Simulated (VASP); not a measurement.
Here is a VASP 6.6.1 calculation.

Contents of INCAR:

```
SYSTEM = KHCO2
PREC = Accurate
ENCUT = 520
EDIFF = 1E-7
ISMEAR = 0
SIGMA = 0.02
LREAL = .False.
LASPH = .True.
NELM = 80
ALGO = Normal
ISIF = 2
LWAVE = .False.
LCHARG = .False.
NBANDS = 37
```

The input KPOINTS:

```
regular mesh
0
Gamma
  6 6 4
  0 0 0
```

POSCAR

```
KHCO2
1.0
    2.8642049560     -3.2593785823      0.0000000000
    2.8642049560      3.2593785823      0.0000000000
    0.0000000000      0.0000000000      6.6363914203
K H C O
2 2 2 4
Direct
    0.0000000000      0.0000000000      0.5000000000
    0.0000000000      0.0000000000      0.0000000000
    0.4284245888      0.5715754112      0.2500000000
    0.5715754112      0.4284245888      0.7500000000
    0.6004474161      0.3995525839      0.2500000000
    0.3995525839      0.6004474161      0.7500000000
    0.4952743714      0.1159586829      0.2500000000
    0.1159586829      0.4952743714      0.7500000000
    0.5047256286      0.8840413171      0.7500000000
    0.8840413171      0.5047256286      0.2500000000
```

Potentials or basis: VASP PAW LDA potentials, release 64 (K_sv, H, C, O).

The run is started by

```bash
$ cat potpaw_LDA.64/K_sv/POTCAR potpaw_LDA.64/H/POTCAR potpaw_LDA.64/C/POTCAR potpaw_LDA.64/O/POTCAR > POTCAR
$ mpirun -np 1 vasp_std > vasp.out
```

**Question.** What does it give for the band gap on the k mesh?

**Answer.** 3.87 eV.

**Question.** What does it give for the pressure?

**Answer.** 0.9 GPa.

**Question.** Predict the largest force.

**Answer.** 0.419 eV/Å.

Stress tensor (GPa, compression positive):
```
2.16 0.00 0.00
0.00 0.64 0.00
0.00 0.00 0.02
```

A k mesh can miss the band edges.
